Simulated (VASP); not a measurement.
# SiC8 in VASP: single point with PBE+D3(BJ)

Aim: the single point of SiC8 with PBE+D3(BJ).

Everything below comes from runs of VASP 6.6.1. Logs are shortened: lines on timing, memory, paths and dates and some standing lists are left out, and cuts for length are marked.

### Step 1. The cell of the first run

The cell holds a slab with vacuum, 9 atoms: a = 4.931 Å, b = 4.931 Å, c = 17.300 Å, α = 90.00°, β = 90.00°, γ = 120.00°.

### Step 2. Single point, PBE+D3(BJ), collinear spin, ferromagnetic start

INCAR

```
SYSTEM = SiC8
  PREC = Accurate
  ENCUT = 520
  EDIFF = 1E-6
  ISMEAR = 0
  SIGMA = 0.1
  LREAL = .False.
  LASPH = .True.
  NELM = 150
  ALGO = Normal
  ISIF = 2
  LWAVE = .False.
  LCHARG = .False.
  ISPIN = 2
  MAGMOM = 0 0 0 0 0 0 0 0 2
  LORBIT = 11
  LDIPOL = .True.
  IDIPOL = 3
  DIPOL = 0.5 0.5 0.247
  GGA = PE
  IVDW = 12
  NBANDS = 32
```

KPOINTS

```
regular mesh
0
Gamma
  6 6 1
  0 0 0
```

POSCAR

```
SiC8
1.0
    4.9313354216      0.0000000001      0.0000000000
   -2.4656677109      4.2706617497      0.0000000000
    0.0000000000      0.0000000000     17.3000330561
C Si
8 1
Direct
    0.3333333333      0.1666666667      0.2312153418
    0.3333333333      0.6666666667      0.2312153418
    0.8333333333      0.1666666667      0.2312153418
    0.8333333333      0.6666666667      0.2312153418
    0.1666666667      0.3333333333      0.2312134310
    0.1666666667      0.8333333333      0.2312134310
    0.6666666667      0.3333333333      0.2312134310
    0.6666666667      0.8333333333      0.2312134310
    0.5000000000      0.2500000000      0.3757237362
```

Potentials or basis: VASP PAW PBE potentials, release 64 (C, Si).

Launch:

```bash
$ cat potpaw_PBE.64/C/POTCAR potpaw_PBE.64/Si/POTCAR > POTCAR
$ mpirun -np 1 vasp_std > vasp.out
```

OUTCAR:

```text
SYSTEM = SiC8
   PREC = Accurate
   ENCUT = 520
   EDIFF = 1E-6
   ISMEAR = 0
   LREAL = .False.
   LASPH = .True.
   NELM = 150
   ISIF = 2
   ISPIN = 2
   LORBIT = 11
   GGA = PE
   IVDW = 12
 IVDW          = 12

 ion  position               nearest neighbor table
   1  0.333  0.167  0.231-   5 1.42   7 1.42   6 1.42   9 2.60
   2  0.333  0.667  0.231-   6 1.42   8 1.42   5 1.42
   3  0.833  0.167  0.231-   7 1.42   5 1.42   8 1.42
   4  0.833  0.667  0.231-   8 1.42   6 1.42   7 1.42
   5  0.167  0.333  0.231-   1 1.42   3 1.42   2 1.42
   6  0.167  0.833  0.231-   2 1.42   4 1.42   1 1.42
   7  0.667  0.333  0.231-   3 1.42   1 1.42   4 1.42   9 2.60
   8  0.667  0.833  0.231-   4 1.42   2 1.42   3 1.42
   9  0.500  0.250  0.376-   1 2.60   7 2.60

  LATTYP: Found a hexagonal cell.
 ALAT       =     4.9313354216
 C/A-ratio  =     3.5081842092

  Lattice vectors:

 A1 = (   4.9313354216,   0.0000000001,   0.0000000000)
 A2 = (  -2.4656677109,   4.2706617497,   0.0000000000)
 A3 = (   0.0000000000,   0.0000000000,  17.3000330561)

Analysis of symmetry for initial positions (statically):
=====================================================================
 Subroutine PRICEL returns:
 Original cell was already a primitive cell.

 Routine SETGRP: Setting up the symmetry group for a
 hexagonal supercell.

 Subroutine GETGRP returns: Found  4 space group operations
 (whereof  2 operations were pure point group operations)
 out of a pool of 24 trial point group operations.

The static configuration has the point symmetry C_1h.
 The point group associated with its full space group is C_2v.

Analysis of symmetry for dynamics (positions and initial velocities):
=====================================================================
 Subroutine PRICEL returns:
 Original cell was already a primitive cell.

 Routine SETGRP: Setting up the symmetry group for a
 hexagonal supercell.

 Subroutine GETGRP returns: Found  4 space group operations
 (whereof  2 operations were pure point group operations)
 out of a pool of 24 trial point group operations.

The dynamic configuration has the point symmetry C_1h.
 The point group associated with its full space group is C_2v.

Analysis of structural, dynamic, and magnetic symmetry:
=====================================================================
 Subroutine PRICEL returns:
 Original cell was already a primitive cell.

 Routine SETGRP: Setting up the symmetry group for a
 hexagonal supercell.

 Subroutine GETGRP returns: Found  4 space group operations
 (whereof  2 operations were pure point group operations)
 out of a pool of 24 trial point group operations.

The overall configuration has the point symmetry C_1h.
 The point group associated with its full space group is C_2v.

 Subroutine INISYM returns: Found  4 space group operations
 (whereof  2 operations are pure point group operations),
 and found     1 'primitive' translations

----------------------------------------------------------------------------------------

                                     Primitive cell

  volume of cell :     364.3398

  direct lattice vectors                    reciprocal lattice vectors
     4.931335422  0.000000000  0.000000000     0.202784827  0.117077874  0.000000000
    -2.465667711  4.270661750  0.000000000    -0.000000000  0.234155749  0.000000000
     0.000000000  0.000000000 17.300033056     0.000000000  0.000000000  0.057803358

  length of vectors
     4.931335422  4.931335422 17.300033056     0.234155749  0.234155749  0.057803358

  position of ions in fractional coordinates (direct lattice)
     0.333333333  0.166666667  0.231215342
     0.333333333  0.666666667  0.231215342
     0.833333333  0.166666667  0.231215342
     0.833333333  0.666666667  0.231215342
     0.166666667  0.333333333  0.231213431
[... 65 lines left out ...]
   NGXF,Y,Z  is equivalent  to a cutoff of  26.97, 26.97, 26.91 a.u.
 SYSTEM =  SiC8
   PREC   = accura    normal or accurate (medium, high low for compatibility)
   ISTART =      0    job   : 0-new  1-cont  2-samecut
   ICHARG =      2    charge: 1-file 2-atom 10-const
   ISPIN  =      2    spin polarized calculation?
   LNONCOLLINEAR =      F non collinear calculations
   LSORBIT =      F    spin-orbit coupling
   LASPH  =      T    aspherical Exc in radial PAW
   ENCUT  =  520.0 eV  38.22 Ry    6.18 a.u.   9.17  9.17 32.17*2*pi/ulx,y,z
   NELM   =    150;   NELMIN=  2; NELMDL= -5     # of ELM steps
   EDIFF  = 0.1E-05   stopping-criterion for ELM
   LREAL  =      F    real-space projection
   EDIFFG = 0.1E-04   stopping-criterion for IOM
   NSW    =      0    number of steps for IOM
   IBRION =     -1    ionic relax: 0-MD 1-quasi-New 2-CG
   NFREE  =      0    steps in history (QN), initial steepest desc. (CG)
   ISIF   =      2    stress and relaxation
   ISYM   =      2    0-nonsym 1-usesym 2-fastsym
   POTIM  = 0.5000    time-step for ionic-motion
   TEBEG  =    0.0;   TEEND  =   0.0 temperature during run
   PSTRESS=    0.0 pullay stress
   NELECT =      36.0000    total number of electrons
   NUPDOWN=      -1.0000    fix difference up-down
   EMIN   =  10.00;   EMAX   =-10.00  energy-range for DOS
   EFERMI =   0.00;   METHOD = LEGACY
   ISMEAR =     0;   SIGMA  =   0.10  broadening in eV -4-tet -1-fermi 0-gaus
   EFERMI_NEDOS =   21; number of points for ismear=-14 and -15
   IALGO  =     38    algorithm
   IMIX   =      4    mixing-type and parameters
     AMIX     =   0.40;   BMIX     =  1.00
     AMIX_MAG =   1.60;   BMIX_MAG =  1.00
  volume/ion in A,a.u.               =      40.48       273.19
  Fermi-wavevector in a.u.,A,eV,Ry     =   0.756845  1.430229  7.793606  0.572814
  Thomas-Fermi vector in A             =   1.855057
   LORBIT       =     11    0 simple, 1 ext, 2 COOP (PROOUT), +10 PAW based schemes
   GGA     = PE    functional components
   LHFCALC =     F    Hartree Fock is set to
   AEXX    =    0.0000 exact exchange contribution
   IVDW    =    12    specifies the selected vdW correction
   LEPSILON=     F    determine dielectric tensor
   LRPA    =     F    only Hartree local field effects (RPA)
 spin polarized calculation
 Gauss-broadening in eV      SIGMA  =   0.10
  energy-cutoff  :      520.00
  volume of cell :      364.34
 maximum number of plane-waves:      9846
 NGX is ok and might be reduce to    40
   NGX = 19   NGY = 19   NGZ = 65

 dipolmoment           0.000000      0.000000     -0.002758 electrons x Angstroem

 number of electron      35.9999998 magnetization       1.8832236

 dipolmoment           0.000000      0.000000      0.011207 electrons x Angstroem

 Free energy of the ion-electron system (eV)
  ---------------------------------------------------
  ext. energy  EPLUGINS =         0.00000000
  ---------------------------------------------------
  free energy    TOTEN  =       -75.03243709 eV

  energy without entropy =      -75.02056229  energy(sigma->0) =      -75.02649969

 E-fermi :  -1.2915     XC(G=0):  -3.3283

 val. band max:       -1.3175094127   @ k =   0.0000   0.1667   0.0000
 cond. band min:      -1.2859878190   @ k =   0.0000   0.3333   0.0000
 fundamental gap:      0.0315215938
 Fermi energy:        -1.2915048061

 spin component 1

 k-point     1 :       0.0000    0.0000    0.0000
  band No.  band energies     occupation
      1     -21.6437      1.00000
      2     -16.4870      1.00000
      3     -16.3826      1.00000
      4     -16.3118      1.00000
      5     -15.3521      1.00000
      6     -15.3320      1.00000
[... 418 lines left out ...]
     29       4.4267      0.00000
     30       4.9490      0.00000
 Fermi energy:        -1.2915048061

 spin component 2

 k-point     1 :       0.0000    0.0000    0.0000
  band No.  band energies     occupation
      1     -21.5977      1.00000
      2     -16.4466      1.00000
      3     -16.3402      1.00000
      4     -16.2535      1.00000
      5     -15.3163      1.00000
      6     -15.2905      1.00000
[... 418 lines left out ...]
     29       4.7507      0.00000
     30       5.1406      0.00000
 [bands above 30 left out]

------------------------ aborting loop because EDIFF is reached ----------------------------------------

 vacuum level on the upper side and lower side of the slab       (xc-potential included)        -0.142        -0.181

 Edisp (eV)   -1.03982

 E8    (eV) :    -0.3459

  FORCE on cell =-STRESS in cart. coord.  units (eV):
  Direction    XX          YY          ZZ          XY          YZ          ZX
  --------------------------------------------------------------------------------------
  -------------------------------------------------------------------------------------
  Total       1.58435     2.26502    -0.69356    -0.58948    -0.00000     0.00000
  in kB       6.96716     9.96039    -3.04990    -2.59222    -0.00000     0.00000
  external pressure =        4.63 kB  Pullay stress =        0.00 kB

 VOLUME and BASIS-vectors are now :
 -----------------------------------------------------------------------------
  energy-cutoff  :      520.00
  volume of cell :      364.34
      direct lattice vectors                 reciprocal lattice vectors
     4.931335422  0.000000000  0.000000000     0.202784827  0.117077874  0.000000000
    -2.465667711  4.270661750  0.000000000    -0.000000000  0.234155749  0.000000000
     0.000000000  0.000000000 17.300033056     0.000000000  0.000000000  0.057803358

 POSITION                                       TOTAL-FORCE (eV/Angst)
 -----------------------------------------------------------------------------------
      1.23283      0.71178      4.00003        -0.291142     -0.168091      0.444146
     -0.00000      2.84711      4.00003         0.003217      0.001857     -0.124027
      3.69850      0.71178      4.00003         0.506629     -0.205304     -0.096158
      2.46567      2.84711      4.00003         0.075516      0.541406     -0.096158
      0.00000      1.42355      4.00000        -0.506629      0.205304     -0.096158
     -1.23283      3.55888      4.00000        -0.075516     -0.541406     -0.096158
      2.46567      1.42355      4.00000         0.291142      0.168091      0.444146
      1.23283      3.55888      4.00000        -0.003217     -0.001857     -0.124027
      1.84925      1.06767      6.50003        -0.000000      0.000000     -0.255608
 -----------------------------------------------------------------------------------
    total drift:                                0.000033      0.000019      0.000216

  FREE ENERGIE OF THE ION-ELECTRON SYSTEM (eV)
  ---------------------------------------------------
  free  energy   TOTEN  =       -76.0722618427 eV

  energy  without entropy=      -76.0603870405  energy(sigma->0) =      -76.06632444

 vacuum level on the upper side and lower side of the slab         2.195         2.142

 total charge

# of ion       s       p       d       tot
------------------------------------------
    1        0.864   1.787   0.000   2.651
    2        0.862   1.787   0.000   2.649
    3        0.862   1.788   0.000   2.650
    4        0.862   1.788   0.000   2.650
    5        0.862   1.788   0.000   2.650
    6        0.862   1.788   0.000   2.650
    7        0.864   1.787   0.000   2.651
    8        0.862   1.787   0.000   2.649
    9        0.954   0.559   0.000   1.513
--------------------------------------------------
tot          7.854  14.861   0.000  22.716

 magnetization (x)

# of ion       s       p       d       tot
------------------------------------------
    1       -0.000  -0.002   0.000  -0.002
    2        0.001   0.026   0.000   0.027
    3        0.001   0.020   0.000   0.021
    4        0.001   0.020   0.000   0.021
    5        0.001   0.020   0.000   0.021
    6        0.001   0.020   0.000   0.021
    7       -0.000  -0.002   0.000  -0.002
    8        0.001   0.026   0.000   0.027
    9        0.008   0.473   0.000   0.481
--------------------------------------------------
tot          0.017   0.601   0.000   0.618
```

Run time: 6 min. Hardware: 1 thread of Intel Xeon 6975P-C (Granite Rapids), shared host; peak memory 0.78 GiB.

What came out:

| Quantity | Value |
| --- | --- |
| Free energy | -76.0723 eV |
| Largest force | 0.557 eV/Å |
| Net moment | 1.88 μB per cell |
| Site moments | C -0.00, +0.03, +0.02; Si +0.48 μB |
| Valence electrons inside the program's atomic spheres | C 2.65; Si 1.51 |
| Dispersion energy per atom | -0.116 eV |

Forces on the atoms (eV/Å):
```
C   -0.291 -0.168  0.444
C    0.003  0.002 -0.124
C    0.507 -0.205 -0.096
C    0.076  0.541 -0.096
C   -0.507  0.205 -0.096
C   -0.076 -0.541 -0.096
C    0.291  0.168  0.444
C   -0.003 -0.002 -0.124
Si   0.000  0.000 -0.256
```

Levels at points of the mesh, in eV from the Fermi level:
Spin up:
```csv
k point,band 16,band 17,band 18,band 19,band 20,band 21,band 22,band 23
"(0.00, 0.00, 0.00)",-3.46,-3.17,-0.62,-0.13,-0.07,1.25,1.29,1.52
"(0.50, 0.00, 0.00)",-3.79,-3.70,-1.02,-0.05,0.90,1.85,1.93,4.65
"(0.00, 0.50, 0.00)",-3.85,-3.69,-1.04,0.01,0.66,1.99,2.07,4.63
```
Spin down:
| k point | band 13 | band 14 | band 15 | band 16 | band 17 | band 18 | band 19 | band 20 | band 21 | band 22 |
| --- | --- | --- | --- | --- | --- | --- | --- | --- | --- | --- |
| (0.00, 0.00, 0.00) | -3.79 | -3.79 | -3.35 | -3.29 | -3.03 | 0.31 | 0.35 | 0.53 | 1.58 | 2.28 |
| (0.50, 0.00, 0.00) | -5.82 | -5.78 | -5.09 | -3.58 | -3.50 | 0.30 | 1.51 | 1.70 | 1.98 | 2.08 |
| (0.00, 0.50, 0.00) | -5.90 | -5.71 | -5.06 | -3.66 | -3.50 | 0.47 | 1.16 | 1.40 | 2.29 | 2.31 |
